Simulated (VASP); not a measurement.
Here is a VASP 6.6.1 calculation.

Contents of INCAR:

```
PREC = Accurate ; ENCUT = 520
EDIFF = 1E-6 ; ISMEAR = 0
SIGMA = 0.01 ; LREAL = False
LASPH = True ; NELM = 80
ALGO = Normal ; ISIF = 2
LWAVE = False ; LCHARG = False
GGA = CA ; NBANDS = 16
```

Contents of KPOINTS:

```
Automatic mesh
0
Gamma
  12 12 12
```

File POSCAR:

```
ZnS
1.0
    0.0000000000      2.7405961873      2.7405961873
    2.7405961873      0.0000000000      2.7405961873
    2.7405961873      2.7405961873      0.0000000000
Zn S
1 1
Direct
    0.0000000000      0.0000000000      0.0000000000
    0.2500000000      0.2500000000      0.2500000000
```

Potentials or basis: VASP PAW LDA potentials, release 64 (Zn, S).

Run with:

```bash
$ cat potpaw_LDA.64/Zn/POTCAR potpaw_LDA.64/S/POTCAR > POTCAR
$ mpirun -np 1 vasp_std > vasp.out
```

(1) Predict the band gap on the k mesh.

(2) Predict the pressure.

Results:

(1) 1.70 eV, direct.

(2) -6.9 GPa.
